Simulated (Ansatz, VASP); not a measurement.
**Two plane-wave programs on In**

```
In
1.0
     3.31310    0.00000    0.00000
    -1.65655    2.86923    0.00000
     0.00000    0.00000    5.47217
In
2
Direct
  0.66667 0.33333 0.75000
  0.33333 0.66667 0.25000
```

Alike in both runs: task single point; functional PBE0; k mesh 4 × 4 × 4; occupations fermi-dirac, width 0.05 eV; no spin polarisation.

|  | VASP | Ansatz |
| --- | --- | --- |
| version | VASP 6.6.1 | Ansatz 0.2.0 |
| potentials or method | VASP PAW PBE potentials, release 64 (In_d) | Ansatz PAW |
| plane-wave cutoff (eV) | 520 | 420 |
| valence electrons in the cell | 26 | 26 |

Ansatz gave:

| Property | Result |
| --- | --- |
| gap on the k mesh at the Fermi level (eV) | none |
| pressure (GPa) | 2.9 |
| traceless stress, the component that is largest in VASP (GPa) | -6.82 |

Q: What did VASP give for the same quantities?

A: gap on the k mesh at the Fermi level (eV): none; pressure (GPa): 2.8; traceless stress, the component that is largest in VASP (GPa): -7.15.

A gap of «none» marks a metal or a gap that the smearing closes. The functional is the same, so the differences come from potentials, cutoffs and numerics.

The k mesh is coarse, so the values compare programs but aren't converged.
